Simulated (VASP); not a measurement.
Wanted: the native input for a VASP 6.6.1 run.

```
Task                   : single point
Functional             : PBE
Potentials or basis    : VASP PAW PBE potentials, release 64 (Pt)
Cutoff                 : 520 eV
k mesh                 : 20 × 20 × 14
Occupations            : fermi-dirac, width 0.1 eV
Spin                   : no spin polarisation
Dipole correction      : no
Further INCAR settings : ALGO = Normal; EDIFF = 1e-06; NBANDS = 17
```

The structure of Pt lies in POSCAR:

```
Pt
1.0
   -2.1372541214      2.4924901351      1.3402253331
    2.4924901351     -2.1372541214      1.3402253331
    2.6007974853      2.6007974853     -0.6896099236
Pt
2
Direct
    0.0160877053      0.9839122947      0.0000000000
    0.7339122947      0.2660877053      0.5000000000
```

One way to write it, as run:

INCAR

```
PREC = Accurate
ENCUT = 520
EDIFF = 1E-6
ISMEAR = -1
SIGMA = 0.1
LREAL = F
LASPH = T
NELM = 80
ALGO = Normal
ISIF = 2
LWAVE = F
LCHARG = F
GGA = PE
NBANDS = 17
```

KPOINTS

```
Automatic mesh
0
Gamma
  20 20 14
```

Potentials or basis: VASP PAW PBE potentials, release 64 (Pt).

Command:

```console
$ cat potpaw_PBE.64/Pt/POTCAR > POTCAR
$ mpirun -np 1 vasp_std > vasp.out
```

It gave:

```json
{
  "Pressure": "-0.6 GPa",
  "Band gap on the k mesh": "zero (bands 10 and 11 overlap by 1.47 eV)"
}
```

Caveat: spin-orbit coupling is left out, which moves the levels of the heavy elements.

It took 16 min on 1 thread of Intel Xeon 8259CL, with other jobs on the host, peak memory 0.75 GiB.
